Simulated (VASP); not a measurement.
## Ni3Cl: single point with PBE

The system is Ni3Cl.

```
Ni Cl
1.0
     3.77582    0.00000    0.00000
     0.00000    3.77582    0.00000
     0.00000    0.00000    3.77582
Ni Cl
3 1
Direct
  0.00000 0.50000 0.50000
  0.50000 0.00000 0.50000
  0.50000 0.50000 0.00000
  0.00000 0.00000 0.00000
```

```json
{
  "Program": "VASP 6.6.1",
  "Task": "single point",
  "Functional": "PBE",
  "Potentials or basis": "VASP PAW PBE potentials, release 64 (Ni, Cl)",
  "Cutoff": "520 eV",
  "k mesh": "6 × 6 × 6",
  "Occupations": "gaussian, width 0.1 eV",
  "Spin": "collinear spin, ferromagnetic start",
  "Starting moments": "[2.0, 2.0, 2.0, 0.0] μB",
  "Dipole correction": "no",
  "Further INCAR settings": "ALGO = Normal; EDIFF = 1e-07; NBANDS = 30"
}
```

```yaml
Pressure: -6.9 GPa
Net_moment: 2.17 μB per cell
Site_moments: Ni +0.72; Cl +0.08 μB
Valence_electrons_inside_the_program's_atomic_spheres: Ni 9.04; Cl 4.93
```

Levels at points of the mesh, in eV from the Fermi level:
Spin up:
```
           k point  band 18  band 19  band 20  band 21  band 22  band 23
(0.00, 0.00, 0.00)    -0.51    -0.51    -0.51     5.16     5.16     5.69
(0.50, 0.00, 0.00)    -0.59    -0.59    -0.51     1.48     4.57     4.57
(0.50, 0.50, 0.00)    -0.59    -0.59    -0.23     2.32     4.10     4.10
(0.50, 0.50, 0.50)    -0.61    -0.61    -0.26     2.83     2.83     2.83
```
Spin down:
| k point | band 14 | band 15 | band 16 | band 17 | band 18 | band 19 | band 20 | band 21 |
| --- | --- | --- | --- | --- | --- | --- | --- | --- |
| (0.00, 0.00, 0.00) | -0.70 | -0.22 | -0.22 | 0.26 | 0.45 | 0.45 | 0.45 | 5.46 |
| (0.50, 0.00, 0.00) | -0.76 | -0.66 | -0.45 | -0.12 | -0.01 | -0.01 | 0.45 | 1.76 |
| (0.50, 0.50, 0.00) | -0.75 | -0.66 | -0.36 | -0.28 | 0.14 | 0.14 | 0.32 | 2.32 |
| (0.50, 0.50, 0.50) | -0.84 | -0.46 | -0.46 | -0.30 | 0.30 | 0.30 | 0.30 | 3.33 |

It took 100 s on 1 thread of Oxide Virtual Turin-like Processor, on a shared host, peak memory 0.16 GiB.

Caveat: the cell stands under tension. With open d or f shells a metallic result of PBE can be an artefact of self-interaction; +U or a hybrid may open a gap.
